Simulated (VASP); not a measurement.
# KCl (Fm-3m) in VASP: notebook

The runs below take KCl through single point, with HSE06, PBE-based screened hybrid.

Everything below comes from runs of VASP 6.6.1. Logs are shortened: lines on timing, memory, paths and dates and some standing lists are left out, and cuts for length are marked.

### 1 The cell of the first run

The structure is cubic, space group Fm-3m (No. 225). Conventional cell: a = 6.290 Å, b = 6.290 Å, c = 6.290 Å, α = 90.00°, β = 90.00°, γ = 90.00°. Within 4.1 Å of K (site symmetry m-3m) lie 6 Cl at 3.14 Å. Cl (site symmetry m-3m) has 6 K at 3.14 Å within 4.1 Å.

### 2 Single point, HSE06

POSCAR

```
KCl
1.0
    0.0000000000      3.1448483221      3.1448483221
    3.1448483221      0.0000000000      3.1448483221
    3.1448483221      3.1448483221      0.0000000000
K Cl
1 1
Direct
    0.0000000000      0.0000000000      0.0000000000
    0.5000000000      0.5000000000      0.5000000000
```

INCAR.step1

```
PREC = Accurate ; ENCUT = 520
EDIFF = 1E-5 ; ISMEAR = 0
SIGMA = 0.01 ; LREAL = F
LASPH = T ; NELM = 80
ALGO = Normal ; ISIF = 2
LWAVE = T ; LCHARG = F
GGA = PE ; NBANDS = 15
```

INCAR.step2

```
PREC = Accurate ; ENCUT = 520
EDIFF = 1E-7 ; ISMEAR = 0
SIGMA = 0.01 ; LREAL = F
LASPH = T ; NELM = 80
ALGO = Normal ; ISIF = 2
LWAVE = F ; LCHARG = F
GGA = PE ; LHFCALC = T
HFSCREEN = 0.2079 ; PRECFOCK = Normal
ISTART = 1 ; NBANDS = 15
```

KPOINTS

```
Automatic mesh
0
Gamma
  4 4 4
```

Potentials or basis: VASP PAW PBE potentials, release 64 (K_sv, Cl).

Started as:

```sh
$ cat potpaw_PBE.64/K_sv/POTCAR potpaw_PBE.64/Cl/POTCAR > POTCAR
$ cp INCAR.step1 INCAR
$ mpirun -np 1 vasp_std > vasp.out
$ cp INCAR.step2 INCAR
$ mpirun -np 1 vasp_std > vasp.out
```

OUTCAR:

```text
PREC = Accurate
   ENCUT = 520
   EDIFF = 1E-7
   ISMEAR = 0
   LREAL = F
   LASPH = T
   NELM = 80
   ISIF = 2
   GGA = PE
   LHFCALC = T
   HFSCREEN = 0.2079
   PRECFOCK = Normal
   ISTART = 1

 ion  position               nearest neighbor table
   1  0.000  0.000  0.000-   2 3.14   2 3.14   2 3.14   2 3.14   2 3.14   2 3.14
   2  0.500  0.500  0.500-   1 3.14   1 3.14   1 3.14   1 3.14   1 3.14   1 3.14

  LATTYP: Found a face centered cubic cell.
 ALAT       =     6.2896966442

  Lattice vectors:

 A1 = (   0.0000000000,   3.1448483221,   3.1448483221)
 A2 = (   3.1448483221,   0.0000000000,   3.1448483221)
 A3 = (   3.1448483221,   3.1448483221,   0.0000000000)

Analysis of symmetry for initial positions (statically):
=====================================================================
 Subroutine PRICEL returns:
 Original cell was already a primitive cell.

 Routine SETGRP: Setting up the symmetry group for a
 face centered cubic supercell.

 Subroutine GETGRP returns: Found 48 space group operations
 (whereof 48 operations were pure point group operations)
 out of a pool of 48 trial point group operations.

The static configuration has the point symmetry O_h .

Analysis of symmetry for dynamics (positions and initial velocities):
=====================================================================
 Subroutine PRICEL returns:
 Original cell was already a primitive cell.

 Routine SETGRP: Setting up the symmetry group for a
 face centered cubic supercell.

 Subroutine GETGRP returns: Found 48 space group operations
 (whereof 48 operations were pure point group operations)
 out of a pool of 48 trial point group operations.

The dynamic configuration has the point symmetry O_h .

 Subroutine INISYM returns: Found 48 space group operations
 (whereof 48 operations are pure point group operations),
 and found     1 'primitive' translations

----------------------------------------------------------------------------------------

                                     Primitive cell

  volume of cell :      62.2055

  direct lattice vectors                    reciprocal lattice vectors
     0.000000000  3.144848322  3.144848322    -0.158990180  0.158990180  0.158990180
     3.144848322  0.000000000  3.144848322     0.158990180 -0.158990180  0.158990180
     3.144848322  3.144848322  0.000000000     0.158990180  0.158990180 -0.158990180

  length of vectors
     4.447487149  4.447487149  4.447487149     0.275379069  0.275379069  0.275379069

  position of ions in fractional coordinates (direct lattice)
     0.000000000  0.000000000  0.000000000
     0.500000000  0.500000000  0.500000000

  ion indices of the primitive-cell ions
   primitive index   ion index
                 1           1
                 2           2

----------------------------------------------------------------------------------------

 KPOINTS: Automatic mesh

Automatic generation of k-mesh.
 Grid dimensions read from file:
 generate k-points for:    4    4    4

 Generating k-lattice:

  Cartesian coordinates                     Fractional coordinates (reciprocal lattice)
    -0.039747545  0.039747545  0.039747545     0.250000000  0.000000000  0.000000000
     0.039747545 -0.039747545  0.039747545     0.000000000  0.250000000  0.000000000
     0.039747545  0.039747545 -0.039747545     0.000000000  0.000000000  0.250000000

  Length of vectors
     0.068844767  0.068844767  0.068844767

  Shift w.r.t. Gamma in fractional coordinates (k-lattice)
     0.000000000  0.000000000  0.000000000

 Subroutine IBZKPT returns following result:
 ===========================================

 Found      8 irreducible k-points:

 Following reciprocal coordinates:
            Coordinates               Weight
  0.000000  0.000000  0.000000      1.000000
  0.250000  0.000000  0.000000      8.000000
  0.500000  0.000000  0.000000      4.000000
  0.250000  0.250000  0.000000      6.000000
  0.500000  0.250000  0.000000     24.000000
 -0.250000  0.250000  0.000000     12.000000
  0.500000  0.500000  0.000000      3.000000
 -0.250000  0.500000  0.250000      6.000000
   k-points           NKPTS =      8   k-points in BZ     NKDIM =     64   number of bands    NBANDS=     15
   number of dos      NEDOS =    301   number of ions     NIONS =      2
   total plane-waves  NPLWV =  46656
   dimension x,y,z NGX =    36 NGY =   36 NGZ =   36
   dimension x,y,z NGXF=    72 NGYF=   72 NGZF=   72
   ions per type =               1   1
   NGX,Y,Z   is equivalent  to a cutoff of  13.46, 13.46, 13.46 a.u.
   NGXF,Y,Z  is equivalent  to a cutoff of  26.91, 26.91, 26.91 a.u.
 SYSTEM =  unknown system
   PREC   = accura    normal or accurate (medium, high low for compatibility)
   ISTART =      1    job   : 0-new  1-cont  2-samecut
   ICHARG =      0    charge: 1-file 2-atom 10-const
   ISPIN  =      1    spin polarized calculation?
   LNONCOLLINEAR =      F non collinear calculations
   LSORBIT =      F    spin-orbit coupling
   LASPH  =      T    aspherical Exc in radial PAW
   ENCUT  =  520.0 eV  38.22 Ry    6.18 a.u.   8.27  8.27  8.27*2*pi/ulx,y,z
   NELM   =     80;   NELMIN=  2; NELMDL=  0     # of ELM steps
   EDIFF  = 0.1E-06   stopping-criterion for ELM
   LREAL  =      F    real-space projection
   EDIFFG = 0.1E-05   stopping-criterion for IOM
   NSW    =      0    number of steps for IOM
   IBRION =     -1    ionic relax: 0-MD 1-quasi-New 2-CG
   NFREE  =      0    steps in history (QN), initial steepest desc. (CG)
   ISIF   =      2    stress and relaxation
   ISYM   =      3    0-nonsym 1-usesym 2-fastsym
   POTIM  = 0.5000    time-step for ionic-motion
   TEBEG  =    0.0;   TEEND  =   0.0 temperature during run
   PSTRESS=    0.0 pullay stress
   NELECT =      16.0000    total number of electrons
   NUPDOWN=      -1.0000    fix difference up-down
   EMIN   =  10.00;   EMAX   =-10.00  energy-range for DOS
   EFERMI =   0.00;   METHOD = LEGACY
   ISMEAR =     0;   SIGMA  =   0.01  broadening in eV -4-tet -1-fermi 0-gaus
   EFERMI_NEDOS =   21; number of points for ismear=-14 and -15
   IALGO  =     38    algorithm
   IMIX   =      1    mixing-type and parameters
     AMIX     =   0.40;   BMIX     =  1.00
     AMIX_MAG =   1.60;   BMIX_MAG =  1.00
  volume/ion in A,a.u.               =      31.10       209.89
  Fermi-wavevector in a.u.,A,eV,Ry     =   1.041130  1.967451 14.748069  1.083952
  Thomas-Fermi vector in A             =   2.175737
   LORBIT       =      0    0 simple, 1 ext, 2 COOP (PROOUT), +10 PAW based schemes
   GGA     = PE    functional components
   LHFCALC =     T    Hartree Fock is set to
   PRECFOCK=normal    Normal, Fast or Accurate (Low or Medium for compatibility)
   ENCUT4O =  -1.0   cutoff for four orbital integrals eV
   NKREDX  =     1    reduce k-point grid by
   NKREDY  =     1    reduce k-point grid by
   NKREDZ  =     1    reduce k-point grid by
   AEXX    =    0.2500 exact exchange contribution
   HFSCREEN=    0.2079 screening length (either q_TF or 0.3 A-1)
   HFSCREENC=   0.2079 screening length for correlation (either q_TF or 0.3 A-1)
   ENCUTFOCK=  -1.0 apply spherical cutoff to Coloumb kernel
   IVDW    =     0    specifies the selected vdW correction
   LEPSILON=     F    determine dielectric tensor
   LRPA    =     F    only Hartree local field effects (RPA)
 non-spin polarized calculation
 Gauss-broadening in eV      SIGMA  =   0.01
  energy-cutoff  :      520.00
  volume of cell :       62.21
 maximum number of plane-waves:      1700
 NGX is ok and might be reduce to    36
  NGX = 28; NGY = 28; NGZ = 28

 number of electron      16.0000001 magnetization

 Free energy of the ion-electron system (eV)
  ---------------------------------------------------
  ext. energy  EPLUGINS =         0.00000000
  ---------------------------------------------------
  free energy    TOTEN  =        -7.86502577 eV

  energy without entropy =       -7.86502577  energy(sigma->0) =       -7.86502577

 E-fermi :  -2.7764     XC(G=0):  -6.3135

 val. band max:       -2.8242684878   @ k =   0.0000   0.0000   0.0000
 cond. band min:       3.6774613740   @ k =   0.0000   0.0000   0.0000
 fundamental gap:      6.5017298618
 Fermi energy:        -2.7763542787

 k-point     1 :       0.0000    0.0000    0.0000
  band No.  band energies     occupation
      1     -32.0822      2.00000
      2     -16.0891      2.00000
      3     -14.1907      2.00000
      4     -14.1907      2.00000
      5     -14.1907      2.00000
      6      -2.8243      2.00000
      7      -2.8243      2.00000
      8      -2.8243      2.00000
      9       3.6775      0.00000
     10       7.0913      0.00000
     11       7.0913      0.00000
     12       7.0913      0.00000
     13       8.0995      0.00000
     14       8.0995      0.00000
     15      11.4304      0.00000

 k-point     2 :       0.2500    0.0000    0.0000
  band No.  band energies     occupation
      1     -32.0767      2.00000
      2     -16.1708      2.00000
      3     -14.1942      2.00000
      4     -14.1942      2.00000
      5     -14.0740      2.00000
      6      -3.4275      2.00000
      7      -2.9976      2.00000
      8      -2.9976      2.00000
      9       4.9603      0.00000
     10       6.8020      0.00000
     11       7.8937      0.00000
     12       7.8937      0.00000
     13       8.9388      0.00000
     14       8.9388      0.00000
     15      12.6027      0.00000

 k-point     3 :       0.5000    0.0000    0.0000
  band No.  band energies     occupation
      1     -32.0711      2.00000
      2     -16.2447      2.00000
      3     -14.1975      2.00000
      4     -14.1975      2.00000
      5     -13.9642      2.00000
      6      -3.9252      2.00000
      7      -3.1608      2.00000
      8      -3.1608      2.00000
      9       6.0800      0.00000
     10       7.2814      0.00000
     11       9.4924      0.00000
     12       9.4924      0.00000
     13      10.0762      0.00000
     14      10.0762      0.00000
     15      11.2228      0.00000

 k-point     4 :       0.2500    0.2500    0.0000
  band No.  band energies     occupation
      1     -32.0749      2.00000
      2     -16.1205      2.00000
      3     -14.2194      2.00000
      4     -14.2194      2.00000
      5     -14.1206      2.00000
      6      -3.4777      2.00000
      7      -2.9621      2.00000
      8      -2.9621      2.00000
      9       5.1914      0.00000
     10       5.8366      0.00000
     11       8.5883      0.00000
     12       8.6894      0.00000
     13       8.6894      0.00000
     14       9.3400      0.00000
     15      12.0505      0.00000

 k-point     5 :       0.5000    0.2500    0.0000
  band No.  band energies     occupation
      1     -32.0695      2.00000
      2     -16.1211      2.00000
      3     -14.2559      2.00000
      4     -14.2233      2.00000
      5     -14.1092      2.00000
      6      -3.6209      2.00000
      7      -3.2427      2.00000
      8      -3.1132      2.00000
      9       5.9595      0.00000
     10       6.8921      0.00000
     11       8.8299      0.00000
     12       9.3497      0.00000
     13       9.6289      0.00000
     14      10.1227      0.00000
     15      10.8608      0.00000

 k-point     6 :      -0.2500    0.2500    0.0000
  band No.  band energies     occupation
      1     -32.0712      2.00000
      2     -16.1711      2.00000
      3     -14.2559      2.00000
      4     -14.1980      2.00000
      5     -14.0364      2.00000
      6      -3.6735      2.00000
      7      -3.1676      2.00000
      8      -3.1478      2.00000
      9       6.1962      0.00000
     10       6.7354      0.00000
     11       8.6344      0.00000
     12       8.6743      0.00000
     13       9.3470      0.00000
     14      10.5227      0.00000
     15      11.0166      0.00000

 k-point     7 :       0.5000    0.5000    0.0000
  band No.  band energies     occupation
      1     -32.0679      2.00000
      2     -15.9775      2.00000
      3     -14.3379      2.00000
      4     -14.2487      2.00000
      5     -14.2487      2.00000
      6      -3.5253      2.00000
      7      -3.0654      2.00000
      8      -3.0654      2.00000
      9       5.0695      0.00000
     10       7.0029      0.00000
     11       8.6774      0.00000
     12       9.2012      0.00000
     13       9.6009      0.00000
     14      10.8153      0.00000
     15      10.8153      0.00000

 k-point     8 :      -0.2500    0.5000    0.2500
  band No.  band energies     occupation
      1     -32.0677      2.00000
      2     -16.0633      2.00000
      3     -14.2930      2.00000
      4     -14.2930      2.00000
      5     -14.1078      2.00000
      6      -3.3335      2.00000
      7      -3.3261      2.00000
      8      -3.3261      2.00000
      9       6.6398      0.00000
     10       6.6398      0.00000
     11       8.1672      0.00000
     12       8.7519      0.00000
     13      10.8475      0.00000
     14      10.8507      0.00000
     15      10.8812      0.00000

------------------------ aborting loop because EDIFF is reached ----------------------------------------

  FORCE on cell =-STRESS in cart. coord.  units (eV):
  Direction    XX          YY          ZZ          XY          YZ          ZX
  --------------------------------------------------------------------------------------
  -------------------------------------------------------------------------------------
  Total        0.2007259      0.2007259      0.2007259      0.0000000     -0.0000000      0.0000000
  in kB        5.1699321      5.1699321      5.1699321      0.0000000     -0.0000000      0.0000000
  external PRESSURE =       5.1699321 kB  Pullay stress =       0.0000000 kB

 VOLUME and BASIS-vectors are now :
 -----------------------------------------------------------------------------
  energy-cutoff  :      520.00
  volume of cell :       62.21
      direct lattice vectors                 reciprocal lattice vectors
     0.000000000  3.144848322  3.144848322    -0.158990180  0.158990180  0.158990180
     3.144848322  0.000000000  3.144848322     0.158990180 -0.158990180  0.158990180
     3.144848322  3.144848322  0.000000000     0.158990180  0.158990180 -0.158990180

 POSITION                                       TOTAL-FORCE (eV/Angst)
 -----------------------------------------------------------------------------------
      0.00000      0.00000      0.00000        -0.000000     -0.000000      0.000000
      3.14485      3.14485      3.14485         0.000000      0.000000      0.000000
 -----------------------------------------------------------------------------------
    total drift:                                0.000000      0.000000      0.000000

  FREE ENERGIE OF THE ION-ELECTRON SYSTEM (eV)
  ---------------------------------------------------
  free  energy   TOTEN  =        -7.8650257718 eV

  energy  without entropy=       -7.8650257718  energy(sigma->0) =       -7.86502577
```

Wall time 9 min (1 thread of Intel Xeon 6975P-C, shared host); peak memory 0.32 GiB.

Results:

- Free energy: -7.8650 eV
- Pressure: 0.5 GPa
- Band gap on the k mesh: 6.50 eV, direct

Levels at points of the mesh, in eV from the valence-band top:
| k point | band 4 | band 5 | band 6 | band 7 | band 8 | band 9 | band 10 | band 11 | band 12 | band 13 |
| --- | --- | --- | --- | --- | --- | --- | --- | --- | --- | --- |
| (0.00, 0.00, 0.00) | -11.37 | -11.37 | 0.00 | 0.00 | 0.00 | 6.50 | 9.92 | 9.92 | 9.92 | 10.92 |
| (0.50, 0.00, 0.00) | -11.37 | -11.14 | -1.10 | -0.34 | -0.34 | 8.90 | 10.11 | 12.32 | 12.32 | 12.90 |
| (0.50, 0.50, 0.00) | -11.42 | -11.42 | -0.70 | -0.24 | -0.24 | 7.89 | 9.83 | 11.50 | 12.03 | 12.43 |

Caveat: the k points lie up to 0.43 Å⁻¹ apart; the PAW data sets were made with another functional, which shifts forces and pressure a little.

[end of part 1 of 2]
